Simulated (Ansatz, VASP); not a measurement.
## Two plane-wave programs on C

```
C
1.0
     2.12620   -1.22756   -0.01005
     2.12620    1.22756   -0.01005
    -1.39491    0.00000    3.36580
C
2
Direct
  0.83334 0.83334 0.00001
  0.16666 0.16666 0.99999
```

Alike in both runs: task single point; functional PBE; k mesh 12 × 12 × 8; occupations fermi-dirac, width 0.02 eV; no spin polarisation.

|  | VASP | Ansatz |
| --- | --- | --- |
| version | VASP 6.6.1 | Ansatz 0.2.0 |
| potentials or method | VASP PAW PBE potentials, release 64 (C) | plane waves, PAW |
| plane-wave cutoff (eV) | 520 | 420 |
| valence electrons in the cell | 8 | 8 |

|  | VASP | Ansatz | Ansatz less VASP |
| --- | --- | --- | --- |
| pressure (GPa) | 5.2 | 4.8 | -0.46 |
| traceless stress, the component that is largest in VASP (GPa) | -2.01 | -1.48 | +0.528 |
| rms of the force components (eV/Å) | 0.015 | 0.015 | 0.0000 |

Atom by atom the forces differ by 0.000 eV/Å (rms over components). The functional is the same, so the differences come from potentials, cutoffs and numerics.
